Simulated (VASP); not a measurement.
# Ba2TeSe (R-3m) in VASP: single point with PBE

Aim: the single point of Ba2TeSe with PBE.

Everything below comes from runs of VASP 6.6.1. Logs are shortened: lines on timing, memory, paths and dates and some standing lists are left out, and cuts for length are marked.

## (1) The cell of the first run

It takes space group R-3m (No. 166, trigonal). The conventional cell has a = 4.840 Å, b = 4.840 Å, c = 23.795 Å, α = 90.00°, β = 90.00°, γ = 120.00°. Se (site symmetry -3m) has 6 Ba at 3.36 Å within 4.4 Å. Within 4.6 Å of Te (site symmetry -3m) lie 6 Ba at 3.49 Å. Within 4.4 Å of Ba (site symmetry 3m) lie 3 Se at 3.36 Å and 3 Te at 3.49 Å.

## (2) Single point, PBE, non-collinear spin, zero start, spin-orbit coupling

File INCAR:

```
PREC = Accurate
ENCUT = 500
EDIFF = 1E-6
ISMEAR = 0
SIGMA = 0.01
LREAL = F
LASPH = T
NELM = 200
ALGO = Normal
ISIF = 2
LWAVE = F
LCHARG = F
MAGMOM = 0 0 0 0 0 0 0 0 0 0 0 0
LORBIT = 11
LSORBIT = T
GGA_COMPAT = F
LORBMOM = T
GGA = PE
NBANDS = 46
```

File KPOINTS:

```
regular mesh
0
Gamma
  6 6 6
```

File POSCAR:

```
Ba2TeSe
1.0
    2.4201238580      1.3972591609      7.9316978186
   -2.4201238580      1.3972591609      7.9316978186
    0.0000000000     -2.7945183217      7.9316978186
Se Te Ba
1 1 2
Direct
    1.0000000000      0.0000000000      0.0000000000
    0.5000000000      0.5000000000      0.5000000000
    0.2548744217      0.2548744217      0.2548744217
    0.7451255783      0.7451255783      0.7451255783
```

Potentials or basis: VASP PAW PBE potentials, release 64 (Se, Te, Ba_sv).

Launch:

```bash
cat potpaw_PBE.64/Se/POTCAR potpaw_PBE.64/Te/POTCAR potpaw_PBE.64/Ba_sv/POTCAR > POTCAR
mpirun -np 1 vasp_ncl > vasp.out
```

OUTCAR:

```text
PREC = Accurate
   ENCUT = 500
   EDIFF = 1E-6
   ISMEAR = 0
   LREAL = F
   LASPH = T
   NELM = 200
   ISIF = 2
   LORBIT = 11
   LSORBIT = T
   GGA = PE

 ion  position               nearest neighbor table
   1  0.000  0.000  0.000-   4 3.36   3 3.36   4 3.36   4 3.36   3 3.36   3 3.36
   2  0.500  0.500  0.500-   3 3.49   4 3.49   3 3.49   3 3.49   4 3.49   4 3.49
   3  0.255  0.255  0.255-   1 3.36   1 3.36   1 3.36   2 3.49   2 3.49   2 3.49   4 4.66   4 4.66
                             4 4.66
   4  0.745  0.745  0.745-   1 3.36   1 3.36   1 3.36   2 3.49   2 3.49   2 3.49   3 4.66   3 4.66
                             3 4.66

  LATTYP: Found a trigonal (rhomboedric) cell.
 ALAT       =     8.4095875604
 COS(alpha) =     0.8343635980

  Lattice vectors:

 A1 = (   2.4201238580,   1.3972591609,   7.9316978186)
 A2 = (  -2.4201238580,   1.3972591609,   7.9316978186)
 A3 = (   0.0000000000,  -2.7945183217,   7.9316978186)

Analysis of symmetry for initial positions (statically):
=====================================================================
 Subroutine PRICEL returns:
 Original cell was already a primitive cell.

 Routine SETGRP: Setting up the symmetry group for a
 trigonal (rhombohedral) supercell.

 Subroutine GETGRP returns: Found 12 space group operations
 (whereof 12 operations were pure point group operations)
 out of a pool of 12 trial point group operations.

The static configuration has the point symmetry D_3d.

Analysis of symmetry for dynamics (positions and initial velocities):
=====================================================================
 Subroutine PRICEL returns:
 Original cell was already a primitive cell.

 Routine SETGRP: Setting up the symmetry group for a
 trigonal (rhombohedral) supercell.

 Subroutine GETGRP returns: Found 12 space group operations
 (whereof 12 operations were pure point group operations)
 out of a pool of 12 trial point group operations.

The dynamic configuration has the point symmetry D_3d.

Analysis of structural, dynamic, and magnetic symmetry:
=====================================================================
 Subroutine PRICEL returns:
 Original cell was already a primitive cell.

 Routine SETGRP: Setting up the symmetry group for a
 trigonal (rhombohedral) supercell.

 Subroutine GETGRP returns: Found 12 space group operations
 (whereof 12 operations were pure point group operations)
 out of a pool of 12 trial point group operations.

The overall configuration has the point symmetry D_3d.

 Subroutine INISYM returns: Found 12 space group operations
 (whereof 12 operations are pure point group operations),
 and found     1 'primitive' translations

----------------------------------------------------------------------------------------

                                     Primitive cell

  volume of cell :     160.9281

  direct lattice vectors                    reciprocal lattice vectors
     2.420123858  1.397259161  7.931697819     0.206600996  0.119281141  0.042025471
    -2.420123858  1.397259161  7.931697819    -0.206600996  0.119281141  0.042025471
     0.000000000 -2.794518322  7.931697819     0.000000000 -0.238562282  0.042025471

  length of vectors
     8.409587560  8.409587560  8.409587560     0.242235634  0.242235634  0.242235634

  position of ions in fractional coordinates (direct lattice)
     0.000000000  0.000000000  0.000000000
     0.500000000  0.500000000  0.500000000
     0.254874422  0.254874422  0.254874422
     0.745125578  0.745125578  0.745125578

  ion indices of the primitive-cell ions
   primitive index   ion index
                 1           1
                 2           2
                 3           3
                 4           4

[... 118 lines left out ...]
  ---------------------------------------------------
  ext. energy  EPLUGINS =         0.00000000
  ---------------------------------------------------
  free energy    TOTEN  =       -18.58980324 eV

  energy without entropy =      -18.58980324  energy(sigma->0) =      -18.58980324

 E-fermi :   2.1657     XC(G=0):  -8.2780

 val. band max:        2.0263163837   @ k =   0.0000   0.0000   0.0000
 cond. band min:       3.4169729313   @ k =   0.5000   0.5000  -0.0000
 fundamental gap:      1.3906565476
 Fermi energy:         2.1656823100

 k-point     1 :       0.0000    0.0000    0.0000
  band No.  band energies     occupation
      1     -25.1404      1.00000
      2     -25.1404      1.00000
      3     -25.1212      1.00000
      4     -25.1212      1.00000
      5     -11.7607      1.00000
      6     -11.7607      1.00000
[... 1117 lines left out ...]
     43       7.1375      0.00000
     44       7.1379      0.00000

 [... further k-points ...]

 [bands above 44 left out]

------------------------ aborting loop because EDIFF is reached ----------------------------------------

  FORCE on cell =-STRESS in cart. coord.  units (eV):
  Direction    XX          YY          ZZ          XY          YZ          ZX
  --------------------------------------------------------------------------------------
  -------------------------------------------------------------------------------------
  Total        0.4490417      0.4490417      0.4682249      0.0000000      0.0000000      0.0000000
  in kB        4.4705950      4.4705950      4.6615797      0.0000000      0.0000000      0.0000000
  external PRESSURE =       4.5342566 kB  Pullay stress =       0.0000000 kB

 VOLUME and BASIS-vectors are now :
 -----------------------------------------------------------------------------
  energy-cutoff  :      500.00
  volume of cell :      160.93
      direct lattice vectors                 reciprocal lattice vectors
     2.420123858  1.397259161  7.931697819     0.206600996  0.119281141  0.042025471
    -2.420123858  1.397259161  7.931697819    -0.206600996  0.119281141  0.042025471
     0.000000000 -2.794518322  7.931697819     0.000000000 -0.238562282  0.042025471

 POSITION                                       TOTAL-FORCE (eV/Angst)
 -----------------------------------------------------------------------------------
      0.00000      0.00000      0.00000        -0.000000      0.000000      0.000000
      0.00000      0.00000     11.89755         0.000000     -0.000000      0.000000
      0.00000      0.00000      6.06476        -0.000000     -0.000000     -0.009427
      0.00000      0.00000     17.73033        -0.000000      0.000000      0.009427
 -----------------------------------------------------------------------------------
    total drift:                                0.000000      0.000000     -0.000000

  FREE ENERGIE OF THE ION-ELECTRON SYSTEM (eV)
  ---------------------------------------------------
  free  energy   TOTEN  =       -18.5898032397 eV

  energy  without entropy=      -18.5898032397  energy(sigma->0) =      -18.58980324

 orbital moment (x)

 # of ion     p       d       tot
 ----------------------------------------
  1         0.000  -0.000  -0.000
  2         0.000   0.000   0.000
  3        -0.000  -0.000  -0.000
  4        -0.000  -0.000  -0.000
 ----------------------------------------
           -0.000  -0.000  -0.000

 orbital moment (y)

 # of ion     p       d       tot
 ----------------------------------------
  1         0.000   0.000   0.000
  2         0.000  -0.000  -0.000
  3         0.000   0.000   0.000
  4         0.000   0.000   0.000
 ----------------------------------------
            0.000   0.000   0.000

 orbital moment (z)

 # of ion     p       d       tot
 ----------------------------------------
  1         0.000   0.000   0.000
  2         0.000  -0.000  -0.000
  3         0.000   0.000   0.000
  4         0.000  -0.000  -0.000
 ----------------------------------------
            0.000  -0.000  -0.000

 Spin-Orbit-Coupling matrix elements

 Ion:    1  E_soc:     -0.0395601
 l=   1
     0.0000000    -0.0066013    -0.0065783
    -0.0066013     0.0000000    -0.0066013
    -0.0065783    -0.0066013     0.0000000
 l=   2
     0.0000000     0.0000002     0.0000000     0.0000002     0.0000001
     0.0000002     0.0000000    -0.0000002     0.0000005     0.0000002
     0.0000000    -0.0000002     0.0000000    -0.0000002     0.0000000
     0.0000002     0.0000005    -0.0000002     0.0000000     0.0000002
     0.0000001     0.0000002     0.0000000     0.0000002     0.0000000
 l=   3
     0.0000000     0.0000000     0.0000000     0.0000000     0.0000000     0.0000000     0.0000000
     0.0000000     0.0000000     0.0000000     0.0000000     0.0000000     0.0000000     0.0000000
     0.0000000     0.0000000     0.0000000     0.0000000     0.0000000     0.0000000     0.0000000
     0.0000000     0.0000000     0.0000000     0.0000000     0.0000000     0.0000000     0.0000000
[... 49 lines left out ...]
 l=   2
     0.0000000    -0.0001086     0.0000000    -0.0001086    -0.0002724
    -0.0001086     0.0000000    -0.0002061    -0.0001481    -0.0001086
     0.0000000    -0.0002061     0.0000000    -0.0002061     0.0000000
    -0.0001086    -0.0001481    -0.0002061     0.0000000    -0.0001086
    -0.0002724    -0.0001086     0.0000000    -0.0001086     0.0000000
 l=   3
     0.0000000     0.0000000     0.0000000     0.0000000     0.0000000     0.0000000     0.0000000
     0.0000000     0.0000000     0.0000000     0.0000000     0.0000000     0.0000000     0.0000000
     0.0000000     0.0000000     0.0000000     0.0000000     0.0000000     0.0000000     0.0000000
     0.0000000     0.0000000     0.0000000     0.0000000     0.0000000     0.0000000     0.0000000
     0.0000000     0.0000000     0.0000000     0.0000000     0.0000000     0.0000000     0.0000000
     0.0000000     0.0000000     0.0000000     0.0000000     0.0000000     0.0000000     0.0000000
     0.0000000     0.0000000     0.0000000     0.0000000     0.0000000     0.0000000     0.0000000

 total charge

# of ion       s       p       d       tot
------------------------------------------
    1        1.436   2.424   0.003   3.863
    2        1.341   2.132   0.003   3.476
    3        2.009   5.608   0.263   7.881
    4        2.009   5.608   0.263   7.881
--------------------------------------------------
tot          6.795  15.773   0.533  23.100

 magnetization (x)

# of ion       s       p       d       tot
------------------------------------------
    1       -0.000  -0.000   0.000  -0.000
    2       -0.000   0.000   0.000   0.000
    3       -0.000  -0.000   0.000  -0.000
    4       -0.000  -0.000   0.000  -0.000
--------------------------------------------------
tot         -0.000  -0.000   0.000  -0.000

 magnetization (y)

# of ion       s       p       d       tot
------------------------------------------
    1        0.000   0.000  -0.000   0.000
    2        0.000   0.000   0.000   0.000
    3        0.000   0.000   0.000   0.000
    4        0.000   0.000   0.000   0.000
--------------------------------------------------
tot          0.000   0.000   0.000   0.000

 magnetization (z)

# of ion       s       p       d       tot
------------------------------------------
    1        0.000   0.000   0.000   0.000
    2        0.000   0.000   0.000   0.000
    3        0.000   0.000   0.000   0.000
    4        0.000   0.000   0.000   0.000
--------------------------------------------------
tot          0.000   0.000   0.000   0.000
```

It took 18 min on 1 thread of AMD EPYC 9R45 (Zen 5), shared host; peak memory 1.6 GiB.

What came out:

```
Free energy                                           : -18.5898 eV
Pressure                                              : 0.5 GPa
Largest force                                         : 0.009 eV/Å
Net moment                                            : 0.00 μB per cell
Valence electrons inside the program's atomic spheres : Se 3.86; Te 3.48; Ba 7.88
```

Forces in eV/Å, atoms in the order of the input:
```
Se   0.000  0.000  0.000
Te   0.000  0.000  0.000
Ba   0.000  0.000 -0.009
Ba   0.000  0.000  0.009
```

Moments on the atoms (μB; x, y, z):
```
Se  0.00 0.00 0.00
Te  0.00 0.00 0.00
Ba  0.00 0.00 0.00
Ba  0.00 0.00 0.00
```
